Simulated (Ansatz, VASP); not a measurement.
One calculation of Ti, two programs

File INCAR:

```
SYSTEM = Ti
PREC = Accurate
ENCUT = 520
EDIFF = 1E-6
ISMEAR = 0
SIGMA = 0.01
LREAL = .False.
LASPH = .True.
NELM = 60
ALGO = Normal
ISIF = 2
LWAVE = .False.
LCHARG = .False.
GGA = PE
NBANDS = 19
```

File KPOINTS:

```
regular mesh
0
Gamma
  12 12 7
  0 0 0
```

POSCAR

```
Ti
1.0
    2.9390756844      0.0000000000      0.0000000000
   -1.4695378422      2.5453142064      0.0000000000
    0.0000000000      0.0000000000      4.6559893251
Ti
2
Direct
    0.3333333333      0.6666666667      0.2500000000
    0.6666666667      0.3333333333      0.7500000000
```

Input for Ansatz:

```yaml
crystal:
  lattice:
    - [2.9390756844, 0.0, 0.0]
    - [-1.4695378422, 2.5453142064, 0.0]
    - [0.0, 0.0, 4.6559893251]
  atoms:
    - { symbol: Ti, position: [0.3333333333, 0.6666666667, 0.25] }
    - { symbol: Ti, position: [0.6666666667, 0.3333333333, 0.75] }
hamiltonian:
  xc: pbe
  pseudopotentials:
    kind: paw
    azcp:
      Ti: "pseudopotentials/Ti.paw.azcp"
basis:
  ecutwfc: 420
  fft_grid_basis: typed
kpoints:
  mp_grid: { grid: [12, 12, 7], shift: [0, 0, 0] }
magnetization:
  spin_polarized: false
scf:
  occupations: { method: gaussian, width: 0.01 }
  lower_state_search: "off"
output:
  stress: true
```

Alike in both runs: task single point; functional PBE; k mesh 12 × 12 × 7; occupations gaussian, width 0.01 eV; no spin polarisation.

|  | VASP | Ansatz |
| --- | --- | --- |
| version | VASP 6.6.1 | Ansatz 0.2.0 |
| potentials or method | VASP PAW PBE potentials, release 64 (Ti_sv), cutoff 520 eV | plane waves (420 eV) with PAW, scalar-relativistic |
| valence electrons in the cell | 24 | 24 |

|  | VASP | Ansatz | Ansatz less VASP |
| --- | --- | --- | --- |
| pressure (GPa) | -0.3 | -0.1 | +0.23 |
